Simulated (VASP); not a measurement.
Here is a VASP 6.6.1 calculation.

The input INCAR:

```
SYSTEM = Ba5Na4Al2O10
PREC = Accurate
ENCUT = 970
EDIFF = 1E-6
ISMEAR = -1
SIGMA = 0.05
LREAL = Auto
LASPH = .True.
NELM = 120
ALGO = Normal
ISIF = 2
LWAVE = .False.
LCHARG = .False.
GGA = PE
ISYM = 0
NBANDS = 92
GGA_COMPAT = .False.
```

Contents of KPOINTS:

```
Automatic mesh
0
Gamma
  1 1 1
  0 0 0
```

File POSCAR:

```
Ba5Na4Al2O10
1.0
    6.9327090000     -0.0765500000      0.0671430000
   -0.0765500000      7.2143380000     -0.0554530000
    0.0671430000     -0.0554530000      6.7389310000
Ba O Al Na
5 10 2 4
Direct
    0.7224290168      0.8928891801      0.2606603825
    0.4252681081      0.6299225365      0.8968102386
    0.9350411667      0.6623406552      0.8336962209
    0.4556669324      0.0968807524      0.6819322654
    0.9509299597      0.1475852283      0.6962298254
    0.2037040724      0.0696061133      0.4042609377
    0.6883162460      0.3909122225      0.8627719497
    0.0639717932      0.4454282588      0.5371030027
    0.4378837535      0.5420313886      0.3074611445
    0.2350534237      0.7762759716      0.6447424138
    0.6846806993      0.8092031228      0.6523457837
    0.7185012376      0.2101709040      0.3883589665
    0.4245837247      0.9720099740      0.0407481608
    0.1004119182      0.7034123867      0.1995235401
    1.0109782436      0.0284491262      0.0376035127
    0.1968294962      0.9479222486      0.1681460175
    0.2122004028      0.6218992557      0.4223485012
    0.7249371019      0.4242014533      0.1798050449
    0.0139769882      0.2758828085      0.2712186951
    0.4152989338      0.2509139259      0.2461135918
    0.6913931785      0.4923286966      0.5536846855
```

Potentials or basis: VASP PAW PBE potentials, release 64 (Ba_sv, O, Al, Na_sv).

Command:

```sh
$ cat potpaw_PBE.64/Ba_sv/POTCAR potpaw_PBE.64/O/POTCAR potpaw_PBE.64/Al/POTCAR potpaw_PBE.64/Na_sv/POTCAR > POTCAR
$ mpirun -np 1 vasp_gam > vasp.out
```

Problem. Predict the pressure.

Solution. 8.0 GPa.

Problem. Estimate the largest force.

Solution. 1.617 eV/Å.

Forces on the atoms (eV/Å):
```
Ba  -0.085  0.155  0.375
Ba  -0.348  0.417 -0.016
Ba   0.988  0.885  0.005
Ba  -0.100 -0.582  0.004
Ba  -0.057 -0.612 -0.162
O    0.133 -0.282 -1.165
O    0.083 -0.375 -0.065
O    0.198  0.882 -0.098
O   -0.242  0.686  0.434
O   -0.369 -0.982 -1.092
O    0.107  0.315  0.040
O   -0.571 -0.641  0.776
O   -0.348 -0.214  0.758
O    0.117  0.356  0.428
O   -1.002  0.883 -0.697
Al   0.534 -0.879  1.248
Al   1.032  0.154  0.788
Na  -0.363  0.317 -0.412
Na   0.293 -0.233 -0.251
Na   0.419 -0.217 -0.133
Na  -0.420 -0.035 -0.764
```

Caveat: the k points lie up to 0.93 Å⁻¹ apart; the atoms stand as in a frame of molecular dynamics.
